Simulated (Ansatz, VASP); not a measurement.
Two plane-wave programs on Sn

INCAR

```
SYSTEM = Sn
PREC = Accurate ; ENCUT = 520
EDIFF = 1E-6 ; ISMEAR = 0
SIGMA = 0.15 ; LREAL = .FALSE.
LASPH = .TRUE. ; NELM = 100
ALGO = Fast ; ISIF = 2
LWAVE = .FALSE. ; LCHARG = .FALSE.
GGA = PS ; NBANDS = 13
```

Contents of KPOINTS:

```
regular mesh
0
G
  22 22 22
  0 0 0
```

The input POSCAR:

```
Sn
1.0
   -1.8817569967      1.8630330465      1.8723950216
    1.8817569967     -1.8630330465      1.8723950216
    1.8817569967      1.8630330465     -1.8723950216
Sn
1
Direct
    0.0000000000      0.0000000000      0.0000000000
```

Input for Ansatz:

```yaml
crystal:
  lattice:
    - [-1.8817569967, 1.8630330465, 1.8723950216]
    - [1.8817569967, -1.8630330465, 1.8723950216]
    - [1.8817569967, 1.8630330465, -1.8723950216]
  atoms:
    - { symbol: Sn, position: [0.0, 0.0, 0.0] }
basis:
  ecutwfc: 420
kpoints:
  mp_grid: { grid: [22, 22, 22] }
hamiltonian:
  xc: pbesol
scf:
  occupations: { method: gaussian, width: 0.15 }
output:
  forces: true
  stress: true
  eigenvalues: true
```

Change from the starting cell: strain +0.0050 x Voigt [1, -1, 0, 0, 0, 0], atoms carried along.

Alike in both runs: task single point; functional PBEsol; k mesh 22 × 22 × 22; occupations gaussian, width 0.15 eV; no spin polarisation.

|  | VASP | Ansatz |
| --- | --- | --- |
| version | VASP 6.6.1 | Ansatz 0.2.0 |
| potentials or method | VASP PAW PBE potentials, release 64 (Sn_d), cutoff 520 eV | scalar-relativistic, plane waves, PAW |
| valence electrons in the cell | 14 | 14 |

```csv
,VASP,Ansatz,Ansatz less VASP
gap on the k mesh at the Fermi level (eV),none,none,-
pressure (GPa),-0.3,-0.3,+0.01
```

VASP's potentials were made for PBE, not for PBEsol. A gap of «none» marks a metal or a gap that the smearing closes. The functional is the same, so the differences come from potentials, cutoffs and numerics.
